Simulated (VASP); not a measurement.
A run of VASP 6.6.1:

The input INCAR:

```
SYSTEM = BeAu
ALGO = Normal
EDIFF = 1E-6
EDIFFG = -0.02
ENCUT = 600
GGA = PS
IBRION = 2
ISIF = 3
ISMEAR = 0
LASPH = .TRUE.
LCHARG = .FALSE.
LREAL = .FALSE.
LWAVE = .FALSE.
NELM = 100
NSW = 80
PREC = Accurate
SIGMA = 0.05
```

File KPOINTS:

```
k-points
0
G
  5 5 5
  0 0 0
```

File POSCAR:

```
BeAu
1.0
    4.6680000000      0.0000000000      0.0000000000
    0.0000000000      4.6680000000      0.0000000000
    0.0000000000      0.0000000000      4.6680000000
Be Au
4 4
Direct
    0.8440000000      0.8440000000      0.8440000000
    0.6560000000      0.1560000000      0.3440000000
    0.3440000000      0.6560000000      0.1560000000
    0.1560000000      0.3440000000      0.6560000000
    0.1500000000      0.1500000000      0.1500000000
    0.3500000000      0.8500000000      0.6500000000
    0.6500000000      0.3500000000      0.8500000000
    0.8500000000      0.6500000000      0.3500000000
```

Potentials or basis: VASP PAW PBE potentials, release 64 (Be, Au).

The run is started by

```sh
$ cat potpaw_PBE.64/Be/POTCAR potpaw_PBE.64/Au/POTCAR > POTCAR
$ mpirun -np 1 vasp_std > vasp.out
```

Hardware: 1 thread of AMD EPYC 7R13 (shared host).

Problem. Estimate the wall time of this run.

Solution. It took 4.2 min on 1 thread of AMD EPYC 7R13 (shared host), peak memory 0.23 GiB. Counts: scf iterations 39, k points 11, ion steps 5.
